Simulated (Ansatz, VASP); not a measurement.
# PtS2: VASP beside Ansatz

```
Pt S
1.0
     3.56226    0.00000    0.00000
    -1.78113    3.08501    0.00000
     0.00000    0.00000    4.52762
Pt S
1 2
Direct
  0.00000 0.00000 0.00000
  0.33333 0.66667 0.26225
  0.66667 0.33333 0.73775
```

Alike in both runs: functional LDA; k mesh 12 × 12 × 8; occupations fermi-dirac, width 0.05 eV; no spin polarisation.

Ansatz relaxed the structure, and its values are those at the end. VASP's run is a single point on that final structure, the one shown.

```csv
,VASP,Ansatz
version,VASP 6.6.1,Ansatz 0.2.0
potentials or method,"VASP PAW LDA potentials, release 64 (Pt, S)","PAW with Ansatz's default frozen-core files, scalar-relativistic"
plane-wave cutoff (eV),520,420
valence electrons in the cell,22,30
```

|  | VASP | Ansatz | Ansatz less VASP |
| --- | --- | --- | --- |
| pressure (GPa) | 0.0 | 0.0 | +0.01 |

LDA's correlation is that of Perdew and Zunger in VASP and of Perdew and Wang (1992) in Ansatz. VASP's potentials hold 22 valence electrons a cell and Ansatz's 30, so a difference there can come from the potentials and not from the codes.

Spin-orbit coupling is off throughout.
